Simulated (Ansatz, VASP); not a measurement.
SrO: VASP beside Ansatz

POSCAR

```
SrO
1.0
    0.0000000000      2.5272270674      2.5272270674
    2.5272270674      0.0000000000      2.5272270674
    2.5272270674      2.5272270674      0.0000000000
Sr O
1 1
Direct
    0.5000000000      0.5000000000      0.5000000000
    0.0000000000      0.0000000000      0.0000000000
```

File INCAR.step1:

```
PREC = Accurate
ENCUT = 520
ISMEAR = 0
SIGMA = 0.01
LREAL = F
LASPH = T
NELM = 100
NBANDS = 15
GGA = PE
ALGO = Normal
EDIFF = 1E-4
LWAVE = T
LCHARG = F
```

The input INCAR.step2:

```
PREC = Accurate
ENCUT = 520
EDIFF = 1E-7
ISMEAR = 0
SIGMA = 0.01
LREAL = F
LASPH = T
NELM = 100
ALGO = Normal
ISIF = 2
LWAVE = F
LCHARG = F
METAGGA = R2SCAN
LMIXTAU = T
NBANDS = 15
ISTART = 1
```

KPOINTS

```
Automatic mesh
0
Gamma
  8 8 8
```

Input for Ansatz:

```yaml
crystal:
  lattice:
    - [0.0, 2.5272270674, 2.5272270674]
    - [2.5272270674, 0.0, 2.5272270674]
    - [2.5272270674, 2.5272270674, 0.0]
  atoms:
    - { symbol: Sr, position: [0.5, 0.5, 0.5] }
    - { symbol: O, position: [0.0, 0.0, 0.0] }
kpoints:
  mp_grid: { grid: [8, 8, 8] }
hamiltonian:
  xc: r2scan
scf:
  occupations: { method: fixed }
  n_extra_bands: 4
output:
  forces: true
  stress: true
  eigenvalues: true
```

Alike in both runs: task single point; functional r2SCAN; k mesh 8 × 8 × 8; no spin polarisation.

|  | VASP | Ansatz |
| --- | --- | --- |
| version | VASP 6.6.1 | Ansatz 0.2.0 |
| potentials or method | VASP PAW PBE potentials, release 64 (Sr_sv, O) | plane waves, PAW |
| plane-wave cutoff (eV) | 520 | 500 |
| occupations | gaussian, width 0.01 eV | fixed |
| valence electrons in the cell | 16 | 16 |

Ansatz gave:

```
gap on the k mesh at the Fermi level (eV) : 3.77
pressure (GPa)                            : 6.7
```

Question: Which values does VASP return?

Answer: gap on the k mesh at the Fermi level (eV): 3.71; pressure (GPa): 7.4.

VASP's potentials were made for PBE, not for r2SCAN.
